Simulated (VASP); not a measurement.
Wanted: the native input for a VASP 6.6.1 run.

| Quantity | Value |
| --- | --- |
| Task | single point |
| Functional | PBE |
| Potentials or basis | VASP PAW PBE potentials, release 64 (B, O, N) |
| Cutoff | 520 eV |
| k mesh | 3 × 3 × 3 |
| Occupations | fermi-dirac, width 0.01 eV |
| Spin | collinear spin, ferromagnetic start |
| Dipole correction | no |
| Further INCAR settings | LREAL = Auto; ALGO = Normal; EDIFF = 1e-06; NBANDS = 100 |

The structure of B18N17O (a cell with a defect) lies in POSCAR:

```
B18N17O
1.0
    7.4947200001      0.0000000000      0.0000000000
   -3.7473600000      6.4906179143      0.0000000000
    0.0000000000      0.0000000000      6.6357000000
B O N
18 1 17
Direct
    0.1111111111      0.2222222222      0.2500000000
    0.1109571620      0.5557186164      0.2500000000
    0.1109571620      0.8885718789      0.2500000000
    0.4447614545      0.2223761714      0.2500000000
    0.4447614545      0.5557186164      0.2500000000
    0.4444444444      0.8888888889      0.2500000000
    0.7776147169      0.2223761714      0.2500000000
    0.7777777778      0.5555555556      0.2500000000
    0.7776147169      0.8885718789      0.2500000000
    0.2255191563      0.1078141770      0.7500000000
    0.2255191563      0.4510383127      0.7500000000
    0.2224798040      0.7779065687      0.7500000000
    0.5554267647      0.1108535293      0.7500000000
    0.5568718248      0.4451025790      0.7500000000
    0.5554267647      0.7779065687      0.7500000000
    0.8822950206      0.1078141770      0.7500000000
    0.8882307543      0.4451025790      0.7500000000
    0.8882307543      0.7764615086      0.7500000000
    0.1111111111      0.2222222222      0.7500000000
    0.1106229774      0.5544933628      0.7500000000
    0.1106229774      0.8894629479      0.7500000000
    0.4438703854      0.2227103559      0.7500000000
    0.4438703854      0.5544933628      0.7500000000
    0.4444444444      0.8888888889      0.7500000000
    0.7788399705      0.2227103559      0.7500000000
    0.7777777778      0.5555555556      0.7500000000
    0.7788399705      0.8894629479      0.7500000000
    0.2221711611      0.1111621722      0.2500000000
    0.2221711611      0.4443423223      0.2500000000
    0.2222213525      0.7777773429      0.2500000000
    0.5555559904      0.1111119808      0.2500000000
    0.5555465025      0.4444399179      0.2500000000
    0.5555559904      0.7777773429      0.2500000000
    0.8889910111      0.1111621722      0.2500000000
    0.8888934154      0.4444399179      0.2500000000
    0.8888934154      0.7777868308      0.2500000000
```

These files were run (other wordings do the same):

INCAR

```
PREC     = Accurate       # precision mode
ENCUT    = 520            # plane-wave cutoff, eV
EDIFF    = 1E-6           # SCF threshold, eV
ISMEAR   = -1             # smearing method
SIGMA    = 0.01           # smearing width, eV
LREAL    = Auto         
LASPH    = T              # aspherical terms in the spheres
NELM     = 150            # most SCF steps
ALGO     = Normal         # electronic algorithm
ISIF     = 2              # what is computed and relaxed
LWAVE    = F              # write WAVECAR
LCHARG   = F              # write CHGCAR
ISPIN    = 2              # spin polarisation
MAGMOM   = 0 0 0 0 0 0 0 0 0 0 0 0 0 0 0 0 0 0 1 0 0 0 0 0 0 0 0 0 0 0 0 0 0 0 0 0 # initial moments
LORBIT   = 11             # projections on sites
GGA      = PE             # functional
NBANDS   = 100            # bands
```

KPOINTS

```
Automatic mesh
0
Gamma
  3 3 3
```

Potentials or basis: VASP PAW PBE potentials, release 64 (B, O, N).

The run is started by

```bash
$ cat potpaw_PBE.64/B/POTCAR potpaw_PBE.64/O/POTCAR potpaw_PBE.64/N/POTCAR > POTCAR
$ mpirun -np 1 vasp_std > vasp.out
```

Results of the run:

```yaml
Pressure: 5.0 GPa
Largest_force: 0.038 eV/Å
Net_moment: 0.33 μB per cell
Site_moments: B +0.00, -0.00, +0.02, +0.03; O +0.00; N -0.01, -0.00, +0.00 μB
Valence_electrons_inside_the_program's_atomic_spheres: B 2.20, 2.19, 2.14, 2.17; O 5.22; N 4.03, 4.04
```

It took 30 min on 1 thread of AMD EPYC 9R45 96-Core Processor (Zen 5), with other jobs on the host, peak memory 0.66 GiB.
